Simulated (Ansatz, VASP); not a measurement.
**One calculation of SiB6, two programs**

```
CELL_PARAMETERS angstrom
1.60168 -3.29589 0.00000
1.60168 3.29589 0.00000
0.00000 0.00000 5.69976
ATOMIC_POSITIONS crystal
Si 0.50000 0.50000 0.50000
B 0.00000 0.00000 0.25977
B 0.00000 0.00000 0.74023
B 0.81741 0.18259 0.50000
B 0.18259 0.81741 0.50000
B 0.14819 0.85181 0.00000
B 0.85181 0.14819 0.00000
```

Alike in both runs: functional PBE; k mesh 14 × 14 × 8; occupations gaussian, width 0.1 eV; no spin polarisation.

Ansatz relaxed the structure, and its values are those at the end. VASP's run is a single point on that final structure, the one shown.

```csv
,VASP,Ansatz
version,VASP 6.6.1,Ansatz 0.2.0
potentials or method,"VASP PAW PBE potentials, release 64 (Si, B), cutoff 520 eV","scalar-relativistic, plane waves, PAW"
valence electrons in the cell,22,22
```

VASP gave:

```
gap on the k mesh at the Fermi level (eV) : none
pressure (GPa)                            : -0.1
```

Question: Estimate Ansatz's values.

Answer: gap on the k mesh at the Fermi level (eV): none; pressure (GPa): 0.0.

A gap of «none» marks a metal or a gap that the smearing closes. The functional is the same, so the differences come from potentials, cutoffs and numerics.
